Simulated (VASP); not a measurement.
Runs of VASP 6.6.1 on NaI. The structure is cubic, space group Fm-3m (No. 225). The conventional cell has a = 6.459 Å, b = 6.459 Å, c = 6.459 Å, α = 90.00°, β = 90.00°, γ = 90.00°. Within 4.2 Å of Na (site symmetry m-3m) lie 6 I at 3.23 Å. I (site symmetry m-3m) has 6 Na at 3.23 Å within 4.2 Å. 

| level | k mesh | grid for exact exchange (PRECFOCK) | screening parameter | gap on the mesh (eV) | pressure (GPa) |
| --- | --- | --- | --- | --- | --- |
| HSE06 | 4 × 4 × 4 | Normal | 0.2079 1/Å | 4.67 | 0.3 |
| PBE0 | 4 × 4 × 4 | Normal | - | (b) | 0.2 |
| PBE | 4 × 4 × 4 | - | - | 3.66 | (a) |
| PBE | 6 × 6 × 6 | - | - | 3.66 | 0.5 |

Alike in all rows: task single point; potentials or basis VASP PAW PBE potentials, release 64 (Na_pv, I); no spin polarisation; cell as given; cutoff (eV) 520; smearing gaussian 0.01 eV.

Estimate the missing entries.

(a) 0.6; (b) 5.37.

Caveats: some runs use coarse meshes; spin-orbit coupling is left out, which moves the levels of the heavy elements; the PAW data sets were made with another functional, which shifts forces and pressure a little (some runs).

A k mesh can miss the band edges, and the runs leave out spin-orbit coupling on I.
